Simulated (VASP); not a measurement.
# Ga3As3CO in VASP: further runs

The runs below take Ga3As3CO through single point, with PBE+D3(BJ).

Everything below comes from runs of VASP 6.6.1. Logs are shortened: lines on timing, memory, paths and dates and some standing lists are left out, and cuts for length are marked.

## 1. The cell of the first run

The cell holds a slab with vacuum, 8 atoms: a = 4.014 Å, b = 5.676 Å, c = 23.335 Å, α = 90.00°, β = 90.00°, γ = 90.00°.

## 2. Single point, PBE+D3(BJ)

INCAR reads:

```
SYSTEM = Ga3As3CO
PREC = Accurate
ENCUT = 520
EDIFF = 1E-6
ISMEAR = 0
SIGMA = 0.05
LREAL = .FALSE.
LASPH = .TRUE.
NELM = 120
ALGO = Normal
ISIF = 2
LWAVE = .FALSE.
LCHARG = .FALSE.
LDIPOL = .TRUE.
IDIPOL = 3
DIPOL = 0.5 0.5 0.320
GGA = PE
IVDW = 12
NBANDS = 57
GGA_COMPAT = .FALSE.
NELMDL = -8
```

KPOINTS reads:

```
Automatic mesh
0
G
  7 5 1
  0 0 0
```

POSCAR reads:

```
Ga3As3CO
1.0
    4.0137031122      0.0000000000      0.0000000000
    0.0000000000      5.6762333766      0.0000000000
    0.0000000000      0.0000000000     23.3352699183
Ga As O C
3 3 1 1
Direct
    0.5000000000      0.5000000000      0.1714143446
    0.0000000000      0.0653835280      0.2680035050
    0.5000000000      0.4894639658      0.3228546360
    0.0000000000      0.2500000000      0.1714143446
    0.5000000000      0.8102208721      0.2504948971
    0.0000000000      0.2887573246      0.3593388869
    0.5000000000      1.0387573246      0.4836142868
    0.5000000000      1.0387573246      0.5328959109
```

Potentials or basis: VASP PAW PBE potentials, release 64 (Ga_d, As_d, O, C).

Command:

```
cat potpaw_PBE.64/Ga_d/POTCAR potpaw_PBE.64/As_d/POTCAR potpaw_PBE.64/O/POTCAR potpaw_PBE.64/C/POTCAR > POTCAR
mpirun -np 1 vasp_std > vasp.out
```

OUTCAR:

```text
SYSTEM = Ga3As3CO
   PREC = Accurate
   ENCUT = 520
   EDIFF = 1E-6
   ISMEAR = 0
   LREAL = .FALSE.
   LASPH = .TRUE.
   NELM = 120
   ISIF = 2
   GGA = PE
   IVDW = 12
   NELMDL = -8
 IVDW          = 12

 ion  position               nearest neighbor table
   1  0.500  0.500  0.171-   4 2.46   4 2.46   5 2.55
   2  0.000  0.065  0.268-   6 2.48   4 2.49   5 2.51   5 2.51
   3  0.500  0.489  0.323-   6 2.46   6 2.46   5 2.48
   4  0.000  0.250  0.171-   1 2.46   1 2.46   2 2.49
   5  0.500  0.810  0.250-   3 2.48   2 2.51   2 2.51   1 2.55
   6  0.000  0.289  0.359-   3 2.46   3 2.46   2 2.48
   7  0.500  0.039  0.484-   8 1.15
   8  0.500  0.039  0.533-   7 1.15

  LATTYP: Found a simple orthorhombic cell.
 ALAT       =     4.0137031122
 B/A-ratio  =     1.4142135624
 C/A-ratio  =     5.8139003474

  Lattice vectors:

 A1 = (   4.0137031122,   0.0000000000,   0.0000000000)
 A2 = (   0.0000000000,   5.6762333766,   0.0000000000)
 A3 = (   0.0000000000,   0.0000000000,  23.3352699183)

Analysis of symmetry for initial positions (statically):
=====================================================================
 Subroutine PRICEL returns:
 Original cell was already a primitive cell.

 Routine SETGRP: Setting up the symmetry group for a
 simple orthorhombic supercell.

 Subroutine GETGRP returns: Found  2 space group operations
 (whereof  2 operations were pure point group operations)
 out of a pool of  8 trial point group operations.

The static configuration has the point symmetry C_1h.

Analysis of symmetry for dynamics (positions and initial velocities):
=====================================================================
 Subroutine PRICEL returns:
 Original cell was already a primitive cell.

 Routine SETGRP: Setting up the symmetry group for a
 simple orthorhombic supercell.

 Subroutine GETGRP returns: Found  2 space group operations
 (whereof  2 operations were pure point group operations)
 out of a pool of  8 trial point group operations.

The dynamic configuration has the point symmetry C_1h.

 Subroutine INISYM returns: Found  2 space group operations
 (whereof  2 operations are pure point group operations),
 and found     1 'primitive' translations

----------------------------------------------------------------------------------------

                                     Primitive cell

  volume of cell :     531.6408

  direct lattice vectors                    reciprocal lattice vectors
     4.013703112  0.000000000  0.000000000     0.249146479  0.000000000  0.000000000
     0.000000000  5.676233377  0.000000000     0.000000000  0.176173165  0.000000000
     0.000000000  0.000000000 23.335269918     0.000000000  0.000000000  0.042853586

  length of vectors
     4.013703112  5.676233377 23.335269918     0.249146479  0.176173165  0.042853586

  position of ions in fractional coordinates (direct lattice)
     0.500000000  0.500000000  0.171414345
     0.000000000  0.065383528  0.268003505
     0.500000000  0.489463966  0.322854636
     0.000000000  0.250000000  0.171414345
     0.500000000  0.810220872  0.250494897
     0.000000000  0.288757325  0.359338887
     0.500000000  0.038757325  0.483614287
     0.500000000  0.038757325  0.532895911

  ion indices of the primitive-cell ions
   primitive index   ion index
                 1           1
                 2           2
                 3           3
                 4           4
                 5           5
                 6           6
                 7           7
                 8           8

----------------------------------------------------------------------------------------

 KPOINTS: Automatic mesh

Automatic generation of k-mesh.
 Grid dimensions read from file:
 generate k-points for:    7    5    1

 Generating k-lattice:

  Cartesian coordinates                     Fractional coordinates (reciprocal lattice)
     0.035592354  0.000000000  0.000000000     0.142857143  0.000000000  0.000000000
     0.000000000  0.035234633  0.000000000     0.000000000  0.200000000  0.000000000
     0.000000000  0.000000000  0.042853586     0.000000000  0.000000000  1.000000000

  Length of vectors
     0.035592354  0.035234633  0.042853586

  Shift w.r.t. Gamma in fractional coordinates (k-lattice)
     0.000000000  0.000000000  0.000000000

 Subroutine IBZKPT returns following result:
 ===========================================

 Found     12 irreducible k-points:

 Following reciprocal coordinates:
            Coordinates               Weight
  0.000000  0.000000  0.000000      1.000000
  0.142857  0.000000  0.000000      2.000000
  0.285714  0.000000  0.000000      2.000000
  0.428571  0.000000  0.000000      2.000000
  0.000000  0.200000  0.000000      2.000000
  0.142857  0.200000  0.000000      4.000000
  0.285714  0.200000  0.000000      4.000000
  0.428571  0.200000  0.000000      4.000000
  0.000000  0.400000  0.000000      2.000000
  0.142857  0.400000  0.000000      4.000000
  0.285714  0.400000  0.000000      4.000000
  0.428571  0.400000  0.000000      4.000000
   k-points           NKPTS =     12   k-points in BZ     NKDIM =     12   number of bands    NBANDS=     57
   number of dos      NEDOS =    301   number of ions     NIONS =      8
   total plane-waves  NPLWV = 226800
   dimension x,y,z NGX =    30 NGY =   42 NGZ =  180
   dimension x,y,z NGXF=    60 NGYF=   84 NGZF=  360
   ions per type =               3   3   1   1
   NGX,Y,Z   is equivalent  to a cutoff of  12.43, 12.30, 12.82 a.u.
   NGXF,Y,Z  is equivalent  to a cutoff of  24.85, 24.60, 25.65 a.u.
 SYSTEM =  Ga3As3CO
   PREC   = accura    normal or accurate (medium, high low for compatibility)
   ISTART =      0    job   : 0-new  1-cont  2-samecut
   ICHARG =      2    charge: 1-file 2-atom 10-const
   ISPIN  =      1    spin polarized calculation?
   LNONCOLLINEAR =      F non collinear calculations
   LSORBIT =      F    spin-orbit coupling
   LASPH  =      T    aspherical Exc in radial PAW
   ENCUT  =  520.0 eV  38.22 Ry    6.18 a.u.   7.46 10.55 43.39*2*pi/ulx,y,z
   NELM   =    120;   NELMIN=  2; NELMDL= -8     # of ELM steps
   EDIFF  = 0.1E-05   stopping-criterion for ELM
   LREAL  =      F    real-space projection
   EDIFFG = 0.1E-04   stopping-criterion for IOM
   NSW    =      0    number of steps for IOM
   IBRION =     -1    ionic relax: 0-MD 1-quasi-New 2-CG
   NFREE  =      0    steps in history (QN), initial steepest desc. (CG)
   ISIF   =      2    stress and relaxation
   ISYM   =      2    0-nonsym 1-usesym 2-fastsym
   POTIM  = 0.5000    time-step for ionic-motion
   TEBEG  =    0.0;   TEEND  =   0.0 temperature during run
   PSTRESS=    0.0 pullay stress
   NELECT =      94.0000    total number of electrons
   NUPDOWN=      -1.0000    fix difference up-down
   EMIN   =  10.00;   EMAX   =-10.00  energy-range for DOS
   EFERMI =   0.00;   METHOD = LEGACY
   ISMEAR =     0;   SIGMA  =   0.05  broadening in eV -4-tet -1-fermi 0-gaus
   EFERMI_NEDOS =   21; number of points for ismear=-14 and -15
   IALGO  =     38    algorithm
   IMIX   =      4    mixing-type and parameters
     AMIX     =   0.40;   BMIX     =  1.00
     AMIX_MAG =   1.60;   BMIX_MAG =  1.00
  volume/ion in A,a.u.               =      66.46       448.46
  Fermi-wavevector in a.u.,A,eV,Ry     =   0.918850  1.736375 11.487202  0.844286
  Thomas-Fermi vector in A             =   2.043978
   LORBIT       =      0    0 simple, 1 ext, 2 COOP (PROOUT), +10 PAW based schemes
   GGA     = PE    functional components
   LHFCALC =     F    Hartree Fock is set to
   AEXX    =    0.0000 exact exchange contribution
   IVDW    =    12    specifies the selected vdW correction
   LEPSILON=     F    determine dielectric tensor
   LRPA    =     F    only Hartree local field effects (RPA)
 non-spin polarized calculation
 Gauss-broadening in eV      SIGMA  =   0.05
  energy-cutoff  :      520.00
  volume of cell :      531.64
 maximum number of plane-waves:     14367
 NGX is ok and might be reduce to    30
   NGX = 15   NGY = 21   NGZ = 87

 dipolmoment           0.000000      0.000000     -0.003838 electrons x Angstroem

 number of electron      93.9999977 magnetization

 dipolmoment           0.000000      0.000000      0.060421 electrons x Angstroem

 Free energy of the ion-electron system (eV)
  ---------------------------------------------------
  ext. energy  EPLUGINS =         0.00000000
  ---------------------------------------------------
  free energy    TOTEN  =       -37.58351762 eV

  energy without entropy =      -37.58351762  energy(sigma->0) =      -37.58351762

 E-fermi :  -2.2990     XC(G=0):  -3.8752

 val. band max:       -2.5005973933   @ k =   0.0000   0.0000   0.0000
 cond. band min:      -2.0942087524   @ k =   0.4286   0.0000   0.0000
 fundamental gap:      0.4063886410
 Fermi energy:        -2.2989959135

 k-point     1 :       0.0000    0.0000    0.0000
  band No.  band energies     occupation
      1     -37.7291      2.00000
      2     -37.7179      2.00000
      3     -37.7132      2.00000
      4     -37.6997      2.00000
      5     -37.6982      2.00000
      6     -37.3065      2.00000
[... 49 lines left out ...]
     56       1.9160      0.00000
     57       2.0667      0.00000

 k-point     2 :       0.1429    0.0000    0.0000
  band No.  band energies     occupation
      1     -37.7291      2.00000
      2     -37.7179      2.00000
      3     -37.7133      2.00000
      4     -37.6995      2.00000
      5     -37.6982      2.00000
      6     -37.3063      2.00000
[... 49 lines left out ...]
     56       1.7501      0.00000
     57       2.0671      0.00000
[... 538 lines left out ...]
     56       2.4751      0.00000
     57       2.9550      0.00000

 k-point    12 :       0.4286    0.4000    0.0000
  band No.  band energies     occupation
      1     -37.7290      2.00000
      2     -37.7178      2.00000
      3     -37.7135      2.00000
      4     -37.6986      2.00000
      5     -37.6985      2.00000
      6     -37.3054      2.00000
[... 49 lines left out ...]
     56       2.5089      0.00000
     57       2.8363      0.00000

------------------------ aborting loop because EDIFF is reached ----------------------------------------

 vacuum level on the upper side and lower side of the slab       (xc-potential included)         0.081        -0.385

 Edisp (eV)   -1.27329

 E8    (eV) :    -0.5764

  FORCE on cell =-STRESS in cart. coord.  units (eV):
  Direction    XX          YY          ZZ          XY          YZ          ZX
  --------------------------------------------------------------------------------------
  -------------------------------------------------------------------------------------
  Total      -2.12217    -2.71503    -0.88231     0.00000    -0.08277     0.00000
  in kB      -6.39546    -8.18215    -2.65897     0.00000    -0.24944     0.00000
  external pressure =       -5.75 kB  Pullay stress =        0.00 kB

 VOLUME and BASIS-vectors are now :
 -----------------------------------------------------------------------------
  energy-cutoff  :      520.00
  volume of cell :      531.64
      direct lattice vectors                 reciprocal lattice vectors
     4.013703112  0.000000000  0.000000000     0.249146479  0.000000000  0.000000000
     0.000000000  5.676233377  0.000000000     0.000000000  0.176173165  0.000000000
     0.000000000  0.000000000 23.335269918     0.000000000  0.000000000  0.042853586

 POSITION                                       TOTAL-FORCE (eV/Angst)
 -----------------------------------------------------------------------------------
      2.00685      2.83812      4.00000         0.000000     -0.320867      1.033940
      0.00000      0.37113      6.25393         0.000000     -0.004960      0.014283
      2.00685      2.77831      7.53390         0.000000     -0.005556      0.009254
      0.00000      1.41906      4.00000         0.000000      0.328028     -1.049512
      2.00685      4.59900      5.84537         0.000000      0.009167     -0.007796
      0.00000      1.63905      8.38527         0.000000      0.011059      0.014345
      2.00685      0.22000     11.28527         0.000000     -0.023462      0.714026
      2.00685      0.22000     12.43527         0.000000      0.006591     -0.728539
 -----------------------------------------------------------------------------------
    total drift:                                0.000000      0.003722     -0.003506

  FREE ENERGIE OF THE ION-ELECTRON SYSTEM (eV)
  ---------------------------------------------------
  free  energy   TOTEN  =       -38.8568048141 eV

  energy  without entropy=      -38.8568048140  energy(sigma->0) =      -38.85680481

 vacuum level on the upper side and lower side of the slab         2.508         2.037
```

It took 8.1 min on 1 thread of Intel Xeon Platinum 8488C (Sapphire Rapids), shared host; peak memory 0.72 GiB.

Results:

| Property | Result |
| --- | --- |
| Free energy | -38.8568 eV |
| Largest force | 1.100 eV/Å |
| Band gap on the k mesh | 0.41 eV (least direct gap 0.76 eV) |
| Dispersion energy per atom | -0.159 eV |

Forces in eV/Å, atoms in the order of the input:
```
Ga   0.000 -0.321  1.034
Ga   0.000 -0.005  0.014
Ga   0.000 -0.006  0.009
As   0.000  0.328 -1.050
As   0.000  0.009 -0.008
As   0.000  0.011  0.014
O    0.000 -0.023  0.714
C    0.000  0.007 -0.729
```

## 3. Single point, PBE+D3(BJ)

INCAR is that of step 2.

KPOINTS reads:

```
regular mesh
0
G
  7 5 1
  0 0 0
```

POSCAR, as its differences from that of step 2:

```diff
@@ -14,3 +14,3 @@
     0.0000000000      0.2887573246      0.3593388869
-    0.5000000000      1.0387573246      0.4836142868
-    0.5000000000      1.0387573246      0.5328959109
+    0.5000000000      0.5387573246      0.4836142868
+    0.5000000000      0.5387573246      0.5328959109
```

Potentials or basis: VASP PAW PBE potentials, release 64 (Ga_d, As_d, O, C).

Command:

```
cat potpaw_PBE.64/Ga_d/POTCAR potpaw_PBE.64/As_d/POTCAR potpaw_PBE.64/O/POTCAR potpaw_PBE.64/C/POTCAR > POTCAR
mpirun -np 1 vasp_std > vasp.out
```

It took 17 min on 1 thread of AMD EPYC 7R43 (Zen 3), shared host; peak memory 0.67 GiB.

It converged, with:

```
Free energy                : -38.8649 eV
Largest force              : 1.103 eV/Å
Band gap on the k mesh     : 0.41 eV (least direct gap 0.75 eV)
Dispersion energy per atom : -0.160 eV
```

Forces in eV/Å, atoms in the order of the input:
```
Ga   0.000 -0.321  1.040
Ga   0.000 -0.001  0.024
Ga   0.000 -0.007  0.019
As   0.000  0.323 -1.054
As   0.000  0.003 -0.012
As   0.000 -0.013 -0.004
O    0.000  0.025  0.706
C    0.000 -0.008 -0.718
```

Levels at points of the mesh, in eV from the valence-band top:
| k point | band 45 | band 46 | band 47 | band 48 | band 49 | band 50 |
| --- | --- | --- | --- | --- | --- | --- |
| (0.00, 0.00, 0.00) | -0.88 | -0.84 | 0.00 | 0.75 | 1.62 | 2.29 |
